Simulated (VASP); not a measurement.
Wanted: the native input for a VASP 6.6.1 run.

| Quantity | Value |
| --- | --- |
| Task | single point |
| Functional | PBEsol |
| Potentials or basis | VASP PAW PBE potentials, release 64 (Re) |
| Cutoff | 520 eV |
| k mesh | 18 × 18 × 18 |
| Occupations | gaussian, width 0.1 eV |
| Spin | no spin polarisation |
| Dipole correction | no |
| Further INCAR settings | ALGO = Normal; EDIFF = 1e-06; NBANDS = 10 |

The structure of Re lies in POSCAR:

```
Re
1.0
    0.0000000000      1.9206773879      1.9206773879
    1.9206773879      0.0000000000      1.9206773879
    1.9206773879      1.9206773879      0.0000000000
Re
1
Direct
    0.0000000000      0.0000000000      0.0000000000
```

This isn't the form of Re at room conditions, which is hcp.

These files were run (other wordings do the same):

INCAR

```
PREC = Accurate
ENCUT = 520
EDIFF = 1E-6
ISMEAR = 0
SIGMA = 0.1
LREAL = False
LASPH = True
NELM = 100
ALGO = Normal
ISIF = 2
LWAVE = False
LCHARG = False
GGA = PS
NBANDS = 10
```

KPOINTS

```
regular mesh
0
Gamma
  18 18 18
```

Potentials or basis: VASP PAW PBE potentials, release 64 (Re).

Command:

```sh
$ cat potpaw_PBE.64/Re/POTCAR > POTCAR
$ mpirun -np 1 vasp_std > vasp.out
```

It gave:

```json
{
 "Pressure": "12.9 GPa",
 "Band gap on the k mesh": "zero (an odd number of electrons rules out a gap without spin polarisation)"
}
```

Caveat: the cell stands under pressure; the PAW data sets were made with another functional, which shifts forces and pressure a little; spin-orbit coupling is left out, which moves the levels of the heavy elements.

Wall time 48 s on 1 thread of Intel Xeon 8259CL, with other jobs on the host, peak memory 0.15 GiB.
